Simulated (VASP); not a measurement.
Wanted: the native input for a VASP 6.6.1 run.

| Quantity | Value |
| --- | --- |
| Task | single point |
| Functional | r2SCAN |
| Potentials or basis | VASP PAW PBE potentials, release 64 (Yb) |
| Cutoff | 520 eV |
| k mesh | 10 × 10 × 10 |
| Occupations | methfessel-paxton, width 1 eV |
| Spin | no spin polarisation |
| Dipole correction | no |
| Further INCAR settings | ALGO = Normal; EDIFF = 1e-07; NBANDS = 18 |

Crystal: Yb.

```xyz
1
Lattice="0.0000 2.6097 2.6097 2.6097 0.0000 2.6097 2.6097 2.6097 0.0000" Properties=species:S:1:pos:R:3 pbc="T T T"
Yb    0.0000    0.0000    0.0000
```

One way to write it, as run:

POSCAR

```
Yb
1.0
    0.0000000000      2.6096620394      2.6096620394
    2.6096620394      0.0000000000      2.6096620394
    2.6096620394      2.6096620394      0.0000000000
Yb
1
Direct
    0.0000000000      0.0000000000      0.0000000000
```

INCAR.step1

```
PREC = Accurate
ENCUT = 520
ISMEAR = 1
SIGMA = 1.0
LREAL = F
LASPH = T
NELM = 60
NBANDS = 18
GGA = PE
ALGO = Normal
EDIFF = 1E-4
LWAVE = T
LCHARG = F
```

INCAR.step2

```
PREC = Accurate
ENCUT = 520
EDIFF = 1E-7
ISMEAR = 1
SIGMA = 1.0
LREAL = F
LASPH = T
NELM = 60
ALGO = Normal
ISIF = 2
LWAVE = F
LCHARG = F
METAGGA = R2SCAN
LMIXTAU = T
NBANDS = 18
ISTART = 1
```

KPOINTS

```
Automatic mesh
0
Gamma
  10 10 10
```

Potentials or basis: VASP PAW PBE potentials, release 64 (Yb).

Command:

```bash
$ cat potpaw_PBE.64/Yb/POTCAR > POTCAR
$ cp INCAR.step1 INCAR
$ mpirun -np 1 vasp_std > vasp.out
$ cp INCAR.step2 INCAR
$ mpirun -np 1 vasp_std > vasp.out
```

Results of the run:

```yaml
Pressure: -0.3 GPa
Band_gap_on_the_k_mesh: zero (bands 12 and 13 overlap by 0.02 eV)
```

Caveat: so wide a smearing shifts energies and pressures; the PAW data sets were made with another functional, which shifts forces and pressure a little; spin-orbit coupling is left out, which moves the levels of the heavy elements.

It took 4.4 min on 1 thread of AMD EPYC 7R43 64-Core Processor (Zen 3) (shared host), peak memory 0.16 GiB.
